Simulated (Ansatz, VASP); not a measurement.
## Pb in VASP and in Ansatz

```
CELL_PARAMETERS angstrom
3.56032 0.00000 0.00000
-1.78016 3.08333 0.00000
0.00000 0.00000 11.49581
ATOMIC_POSITIONS crystal
Pb 0.00000 0.00000 0.00000
Pb 0.00000 0.00000 0.50000
Pb 0.33333 0.66667 0.25000
Pb 0.66667 0.33333 0.75000
```

Alike in both runs: task single point; functional revPBE; k mesh 11 × 11 × 3; occupations fermi-dirac, width 0.1 eV; no spin polarisation.

```csv
,VASP,Ansatz
version,VASP 6.6.1,Ansatz 0.2.0
potentials or method,"VASP PAW PBE potentials, release 64 (Pb_d), cutoff 520 eV","plane waves (420 eV) with PAW, scalar-relativistic"
valence electrons in the cell,56,56
```

|  | VASP | Ansatz | Ansatz less VASP |
| --- | --- | --- | --- |
| pressure (GPa) | 1.5 | 1.5 | +0.07 |
| traceless stress, the component that is largest in VASP (GPa) | 0.29 | 0.29 | +0.005 |

VASP's potentials were made for PBE, not for revPBE.

Neither program's run includes spin-orbit coupling.
